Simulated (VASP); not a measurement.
## MgO: single point with LDA

The system is MgO.

```
Mg O
1.0
     3.48638    0.00000    0.00000
    -1.74319    3.01929    0.00000
     0.00000    0.00000    4.17804
Mg O
2 2
Direct
  0.66667 0.33333 0.75000
  0.33333 0.66667 0.25000
  0.66667 0.33333 0.25000
  0.33333 0.66667 0.75000
```

| Quantity | Value |
| --- | --- |
| Program | VASP 6.6.1 |
| Task | single point |
| Functional | LDA |
| Potentials or basis | VASP PAW LDA potentials, release 64 (Mg, O) |
| Cutoff | 520 eV |
| k mesh | 6 × 6 × 6 |
| Occupations | gaussian, width 0.05 eV |
| Spin | no spin polarisation |

```json
{"Pressure": "-5.7 GPa", "Band gap on the k mesh": "3.33 eV, direct"}
```

Levels at points of the mesh, in eV from the valence-band top:
```csv
k point,band 6,band 7,band 8,band 9,band 10,band 11
"(0.00, 0.00, 0.00)",-0.81,-0.81,0.00,3.33,9.24,12.07
"(0.50, 0.00, 0.00)",-1.99,-1.33,-0.53,6.82,8.92,9.67
"(0.00, 0.00, 0.50)",-1.31,-1.31,-1.31,6.34,6.34,12.62
"(0.50, 0.00, 0.50)",-1.56,-0.83,-0.83,7.15,7.15,11.77
```

Run time: 11 s on 1 thread of Intel(R) Xeon(R) 6975P-C (Granite Rapids) (shared host), peak memory 0.15 GiB.
